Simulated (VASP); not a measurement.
# Bi (Fd-3m) in VASP: single point with PBE

Aim: the single point of Bi with PBE.

Everything below comes from runs of VASP 6.6.1. Logs are shortened: lines on timing, memory, paths and dates and some standing lists are left out, and cuts for length are marked.

### 1 The cell of the first run

Symmetry: Fd-3m, No. 227, cubic system. The conventional cell has a = 7.288 Å, b = 7.288 Å, c = 7.288 Å, α = 90.00°, β = 90.00°, γ = 90.00°. Within 4.2 Å of Bi (site symmetry -43m) lie 4 Bi at 3.16 Å.

### 2 Single point, PBE

INCAR reads:

```
SYSTEM = Bi
PREC = Accurate ; ENCUT = 520
EDIFF = 1E-6 ; ISMEAR = -1
SIGMA = 0.05 ; LREAL = .FALSE.
LASPH = .TRUE. ; NELM = 100
ALGO = Normal ; ISIF = 2
LWAVE = .FALSE. ; LCHARG = .FALSE.
GGA = PE ; NBANDS = 22
```

KPOINTS reads:

```
regular mesh
0
G
  11 11 11
  0 0 0
```

POSCAR reads:

```
Bi
1.0
    0.0000000000      3.6442407758      3.6442407758
    3.6442407758      0.0000000000      3.6442407758
    3.6442407758      3.6442407758      0.0000000000
Bi
2
Direct
   -0.1250000000     -0.1250000000     -0.1250000000
    0.1250000000      0.1250000000      0.1250000000
```

Potentials or basis: VASP PAW PBE potentials, release 64 (Bi_d).

Launch:

```console
$ cat potpaw_PBE.64/Bi_d/POTCAR > POTCAR
$ mpirun -np 1 vasp_std > vasp.out
```

OUTCAR:

```text
SYSTEM = Bi
   PREC = Accurate
   ENCUT = 520
   EDIFF = 1E-6
   ISMEAR = -1
   LREAL = .FALSE.
   LASPH = .TRUE.
   NELM = 100
   ISIF = 2
   GGA = PE

 ion  position               nearest neighbor table
   1  0.875  0.875  0.875-   2 3.16   2 3.16   2 3.16   2 3.16
   2  0.125  0.125  0.125-   1 3.16   1 3.16   1 3.16   1 3.16

  LATTYP: Found a face centered cubic cell.
 ALAT       =     7.2884815516

  Lattice vectors:

 A1 = (   0.0000000000,   3.6442407758,   3.6442407758)
 A2 = (   3.6442407758,   0.0000000000,   3.6442407758)
 A3 = (   3.6442407758,   3.6442407758,   0.0000000000)

Analysis of symmetry for initial positions (statically):
=====================================================================
 Subroutine PRICEL returns:
 Original cell was already a primitive cell.

 Routine SETGRP: Setting up the symmetry group for a
 face centered cubic supercell.

 Subroutine GETGRP returns: Found 48 space group operations
 (whereof 12 operations were pure point group operations)
 out of a pool of 48 trial point group operations.

The static configuration has the point symmetry D_3d.
 The point group associated with its full space group is O_h .

Analysis of symmetry for dynamics (positions and initial velocities):
=====================================================================
 Subroutine PRICEL returns:
 Original cell was already a primitive cell.

 Routine SETGRP: Setting up the symmetry group for a
 face centered cubic supercell.

 Subroutine GETGRP returns: Found 48 space group operations
 (whereof 12 operations were pure point group operations)
 out of a pool of 48 trial point group operations.

The dynamic configuration has the point symmetry D_3d.
 The point group associated with its full space group is O_h .

 Subroutine INISYM returns: Found 48 space group operations
 (whereof 12 operations are pure point group operations),
 and found     1 'primitive' translations

----------------------------------------------------------------------------------------

                                     Primitive cell

  volume of cell :      96.7946

  direct lattice vectors                    reciprocal lattice vectors
     0.000000000  3.644240776  3.644240776    -0.137202789  0.137202789  0.137202789
     3.644240776  0.000000000  3.644240776     0.137202789 -0.137202789  0.137202789
     3.644240776  3.644240776  0.000000000     0.137202789  0.137202789 -0.137202789

  length of vectors
     5.153734730  5.153734730  5.153734730     0.237642202  0.237642202  0.237642202

  position of ions in fractional coordinates (direct lattice)
     0.875000000  0.875000000  0.875000000
     0.125000000  0.125000000  0.125000000

  ion indices of the primitive-cell ions
   primitive index   ion index
                 1           1
                 2           2

----------------------------------------------------------------------------------------

 KPOINTS: regular mesh

Automatic generation of k-mesh.
 Grid dimensions read from file:
 generate k-points for:   11   11   11

 Generating k-lattice:

  Cartesian coordinates                     Fractional coordinates (reciprocal lattice)
    -0.012472981  0.012472981  0.012472981     0.090909091  0.000000000  0.000000000
     0.012472981 -0.012472981  0.012472981     0.000000000  0.090909091  0.000000000
     0.012472981  0.012472981 -0.012472981     0.000000000  0.000000000  0.090909091

  Length of vectors
     0.021603837  0.021603837  0.021603837

  Shift w.r.t. Gamma in fractional coordinates (k-lattice)
     0.000000000  0.000000000  0.000000000

 Subroutine IBZKPT returns following result:
 ===========================================

 Found     56 irreducible k-points:

 Following reciprocal coordinates:
            Coordinates               Weight
  0.000000  0.000000  0.000000      1.000000
  0.090909  0.000000  0.000000      8.000000
  0.181818  0.000000  0.000000      8.000000
  0.272727  0.000000  0.000000      8.000000
  0.363636  0.000000  0.000000      8.000000
  0.454545  0.000000  0.000000      8.000000
[... 16 lines left out ...]
 -0.272727  0.181818  0.000000     24.000000
 -0.181818  0.181818  0.000000     12.000000
 [... further k-points ...]
   k-points           NKPTS =     56   k-points in BZ     NKDIM =     56   number of bands    NBANDS=     22
   number of dos      NEDOS =    301   number of ions     NIONS =      2
   total plane-waves  NPLWV =  64000
   dimension x,y,z NGX =    40 NGY =   40 NGZ =   40
   dimension x,y,z NGXF=    80 NGYF=   80 NGZF=   80
   ions per type =               2
   NGX,Y,Z   is equivalent  to a cutoff of  12.90, 12.90, 12.90 a.u.
   NGXF,Y,Z  is equivalent  to a cutoff of  25.81, 25.81, 25.81 a.u.
 SYSTEM =  Bi
   PREC   = accura    normal or accurate (medium, high low for compatibility)
   ISTART =      0    job   : 0-new  1-cont  2-samecut
   ICHARG =      2    charge: 1-file 2-atom 10-const
   ISPIN  =      1    spin polarized calculation?
   LNONCOLLINEAR =      F non collinear calculations
   LSORBIT =      F    spin-orbit coupling
   LASPH  =      T    aspherical Exc in radial PAW
   ENCUT  =  520.0 eV  38.22 Ry    6.18 a.u.   9.58  9.58  9.58*2*pi/ulx,y,z
   NELM   =    100;   NELMIN=  2; NELMDL= -5     # of ELM steps
   EDIFF  = 0.1E-05   stopping-criterion for ELM
   LREAL  =      F    real-space projection
   EDIFFG = 0.1E-04   stopping-criterion for IOM
   NSW    =      0    number of steps for IOM
   IBRION =     -1    ionic relax: 0-MD 1-quasi-New 2-CG
   NFREE  =      0    steps in history (QN), initial steepest desc. (CG)
   ISIF   =      2    stress and relaxation
   ISYM   =      2    0-nonsym 1-usesym 2-fastsym
   POTIM  = 0.5000    time-step for ionic-motion
   TEBEG  =    0.0;   TEEND  =   0.0 temperature during run
   PSTRESS=    0.0 pullay stress
   NELECT =      30.0000    total number of electrons
   NUPDOWN=      -1.0000    fix difference up-down
   EMIN   =  10.00;   EMAX   =-10.00  energy-range for DOS
   EFERMI =   0.00;   METHOD = LEGACY
   ISMEAR =    -1;   SIGMA  =   0.05  broadening in eV -4-tet -1-fermi 0-gaus
   EFERMI_NEDOS =   21; number of points for ismear=-14 and -15
   IALGO  =     38    algorithm
   IMIX   =      4    mixing-type and parameters
     AMIX     =   0.40;   BMIX     =  1.00
     AMIX_MAG =   1.60;   BMIX_MAG =  1.00
  volume/ion in A,a.u.               =      48.40       326.60
  Fermi-wavevector in a.u.,A,eV,Ry     =   1.107894  2.093616 16.700185  1.227429
  Thomas-Fermi vector in A             =   2.244414
   LORBIT       =      0    0 simple, 1 ext, 2 COOP (PROOUT), +10 PAW based schemes
   GGA     = PE    functional components
[... 5 lines left out ...]
 non-spin polarized calculation
  energy-cutoff  :      520.00
  volume of cell :       96.79
 maximum number of plane-waves:      2661
   NGX = 19   NGY = 19   NGZ = 19

 number of electron      29.9999989 magnetization

 Free energy of the ion-electron system (eV)
  ---------------------------------------------------
  ext. energy  EPLUGINS =         0.00000000
  ---------------------------------------------------
  free energy    TOTEN  =        -7.39180442 eV

  energy without entropy =       -7.38188042  energy(sigma->0) =       -7.38684242

 E-fermi :   3.4554     XC(G=0):  -7.8657

 val. band max:        3.4155641386   @ k =  -0.3636   0.3636   0.1818
 cond. band min:       3.4915666605   @ k =   0.3636   0.2727   0.0000
 fundamental gap:      0.0760025219
 Fermi energy:         3.4553847001

 k-point     1 :       0.0000    0.0000    0.0000
  band No.  band energies     occupation
      1     -19.2510      2.00000
      2     -19.2510      2.00000
      3     -19.2510      2.00000
      4     -19.2121      2.00000
      5     -19.2121      2.00000
      6     -19.0550      2.00000
[... 14 lines left out ...]
     21      10.4505      0.00000
     22      10.9094      0.00000

 k-point     2 :       0.0909    0.0000    0.0000
  band No.  band energies     occupation
      1     -19.2539      2.00000
      2     -19.2539      2.00000
      3     -19.2497      2.00000
      4     -19.2081      2.00000
      5     -19.2081      2.00000
      6     -19.0613      2.00000
[... 14 lines left out ...]
     21      10.0298      0.00000
     22      10.6568      0.00000

 k-point     3 :       0.1818    0.0000    0.0000
  band No.  band energies     occupation
      1     -19.2597      2.00000
      2     -19.2597      2.00000
      3     -19.2461      2.00000
      4     -19.1995      2.00000
      5     -19.1995      2.00000
      6     -19.0710      2.00000
[... 14 lines left out ...]
     21       9.6941      0.00000
     22      10.3392      0.00000

 k-point     4 :       0.2727    0.0000    0.0000
  band No.  band energies     occupation
      1     -19.2651      2.00000
      2     -19.2651      2.00000
      3     -19.2412      2.00000
      4     -19.1907      2.00000
      5     -19.1907      2.00000
      6     -19.0796      2.00000
[... 14 lines left out ...]
     21       9.6648      0.00000
     22      10.4712      0.00000

 k-point     5 :       0.3636    0.0000    0.0000
  band No.  band energies     occupation
      1     -19.2687      2.00000
      2     -19.2687      2.00000
      3     -19.2365      2.00000
      4     -19.1841      2.00000
      5     -19.1841      2.00000
      6     -19.0857      2.00000
[... 14 lines left out ...]
     21       9.9637      0.00000
     22      10.6413      0.00000

 k-point     6 :       0.4545    0.0000    0.0000
  band No.  band energies     occupation
      1     -19.2705      2.00000
      2     -19.2705      2.00000
      3     -19.2335      2.00000
      4     -19.1807      2.00000
      5     -19.1807      2.00000
      6     -19.0887      2.00000
[... 14 lines left out ...]
     21      10.4365      0.00000
     22      10.4365      0.00000

 k-point     7 :       0.0909    0.0909    0.0000
  band No.  band energies     occupation
      1     -19.2537      2.00000
      2     -19.2537      2.00000
      3     -19.2520      2.00000
      4     -19.2089      2.00000
      5     -19.2042      2.00000
      6     -19.0687      2.00000
[... 324 lines left out ...]
      6     -19.1153      2.00000
[... 14 lines left out ...]
     21      10.8229      0.00000
     22      10.9094      0.00000

 k-point    21 :      -0.4545    0.1818    0.0000
  band No.  band energies     occupation
      1     -19.2836      2.00000
      2     -19.2747      2.00000
      3     -19.2138      2.00000
      4     -19.1678      2.00000
      5     -19.1666      2.00000
      6     -19.1088      2.00000
[... 14 lines left out ...]
     21      10.3940      0.00000
     22      10.9873      0.00000

 k-point    22 :      -0.3636    0.1818    0.0000
  band No.  band energies     occupation
      1     -19.2826      2.00000
      2     -19.2750      2.00000
      3     -19.2134      2.00000
      4     -19.1751      2.00000
      5     -19.1655      2.00000
      6     -19.1044      2.00000
[... 14 lines left out ...]
     21       9.9912      0.00000
     22      11.2726      0.00000

 k-point    23 :      -0.2727    0.1818    0.0000
  band No.  band energies     occupation
      1     -19.2779      2.00000
      2     -19.2732      2.00000
      3     -19.2208      2.00000
      4     -19.1837      2.00000
      5     -19.1698      2.00000
      6     -19.1013      2.00000
[... 14 lines left out ...]
     21      10.1227      0.00000
     22      11.2847      0.00000

 k-point    24 :      -0.1818    0.1818    0.0000
  band No.  band energies     occupation
      1     -19.2705      2.00000
      2     -19.2696      2.00000
      3     -19.2323      2.00000
      4     -19.1910      2.00000
      5     -19.1793      2.00000
      6     -19.0927      2.00000
[... 14 lines left out ...]
     21       9.6696      0.00000
     22      11.8162      0.00000

 [... further k-points ...]

------------------------ aborting loop because EDIFF is reached ----------------------------------------

  FORCE on cell =-STRESS in cart. coord.  units (eV):
  Direction    XX          YY          ZZ          XY          YZ          ZX
  --------------------------------------------------------------------------------------
  -------------------------------------------------------------------------------------
  Total       -0.0257543     -0.0257543     -0.0257543      0.0000000     -0.0000000      0.0000000
  in kB       -0.4262937     -0.4262937     -0.4262937      0.0000000     -0.0000000      0.0000000
  external PRESSURE =      -0.4262937 kB  Pullay stress =       0.0000000 kB

 VOLUME and BASIS-vectors are now :
 -----------------------------------------------------------------------------
  energy-cutoff  :      520.00
  volume of cell :       96.79
      direct lattice vectors                 reciprocal lattice vectors
     0.000000000  3.644240776  3.644240776    -0.137202789  0.137202789  0.137202789
     3.644240776  0.000000000  3.644240776     0.137202789 -0.137202789  0.137202789
     3.644240776  3.644240776  0.000000000     0.137202789  0.137202789 -0.137202789

 POSITION                                       TOTAL-FORCE (eV/Angst)
 -----------------------------------------------------------------------------------
      6.37742      6.37742      6.37742        -0.000000     -0.000000     -0.000000
      0.91106      0.91106      0.91106         0.000000      0.000000      0.000000
 -----------------------------------------------------------------------------------
    total drift:                                0.000000      0.000000     -0.000000

  FREE ENERGIE OF THE ION-ELECTRON SYSTEM (eV)
  ---------------------------------------------------
  free  energy   TOTEN  =        -7.3918044218 eV

  energy  without entropy=       -7.3818804192  energy(sigma->0) =       -7.38684242
```

Run time: 89 s. Hardware: 1 thread of Intel Xeon Platinum 8375C at 2.90GHz (Ice Lake), shared host; peak memory 0.28 GiB.

What came out:

```
Free energy            : -7.3918 eV
Pressure               : 0.0 GPa
Band gap on the k mesh : zero (band 15 reaches 3.74 eV, above the bottom of band 16 at 3.17 eV)
```

Caveat: spin-orbit coupling is left out, which moves the levels of the heavy elements.
